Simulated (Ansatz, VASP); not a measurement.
## TiAl in VASP and in Ansatz

POSCAR

```
TiAl
1.0
    2.7538531715      0.0000000000      0.0000000000
   -1.3769265857      2.3849068049      0.0000000000
    0.0000000000      0.0000000000      4.6338675686
Ti Al
1 1
Direct
    0.0000000000      0.0000000000      0.0000000000
    0.3333333333      0.6666666667      0.5000000000
```

INCAR.step1

```
ALGO = Normal
EDIFF = 1E-4
ENCUT = 520
GGA = PE
ISMEAR = 0
LASPH = T
LCHARG = F
LREAL = F
LWAVE = T
NBANDS = 14
NELM = 100
PREC = Accurate
SIGMA = 0.15
```

The input INCAR.step2:

```
ALGO = Normal
EDIFF = 1E-6
ENCUT = 520
ISIF = 2
ISMEAR = 0
ISTART = 1
LASPH = T
LCHARG = F
LMIXTAU = T
LREAL = F
LWAVE = F
METAGGA = R2SCAN
NBANDS = 14
NELM = 100
PREC = Accurate
SIGMA = 0.15
```

File KPOINTS:

```
k-points
0
Gamma
  24 24 14
```

Input for Ansatz:

```yaml
crystal:
  lattice:
    - [2.7538531715, 0.0, 0.0]
    - [-1.3769265857, 2.3849068049, 0.0]
    - [0.0, 0.0, 4.6338675686]
  atoms:
    - { symbol: Ti, position: [0.0, 0.0, 0.0] }
    - { symbol: Al, position: [0.3333333333, 0.6666666667, 0.5] }
basis:
  ecutwfc: 500
kpoints:
  mp_grid: { grid: [24, 24, 14] }
hamiltonian:
  xc: r2scan
scf:
  occupations: { method: gaussian, width: 0.15 }
output:
  forces: true
  stress: true
  eigenvalues: true
```

Change from the starting cell: strain -0.040 along x and y, +0.000 along z, atoms carried along.

Alike in both runs: task single point; functional r2SCAN; k mesh 24 × 24 × 14; occupations gaussian, width 0.15 eV; no spin polarisation.

|  | VASP | Ansatz |
| --- | --- | --- |
| version | VASP 6.6.1 | Ansatz 0.2.0 |
| potentials or method | VASP PAW PBE potentials, release 64 (Ti_sv, Al), cutoff 520 eV | scalar-relativistic, plane waves, PAW |
| valence electrons in the cell | 15 | 15 |

```csv
,VASP,Ansatz,Ansatz less VASP
gap on the k mesh at the Fermi level (eV),none,none,-
pressure (GPa),10.3,10.2,-0.13
"traceless stress, the component that is largest in VASP (GPa)",-4.16,-4.17,-0.013
```

VASP's potentials were made for PBE, not for r2SCAN. A gap of «none» marks a metal or a gap that the smearing closes.
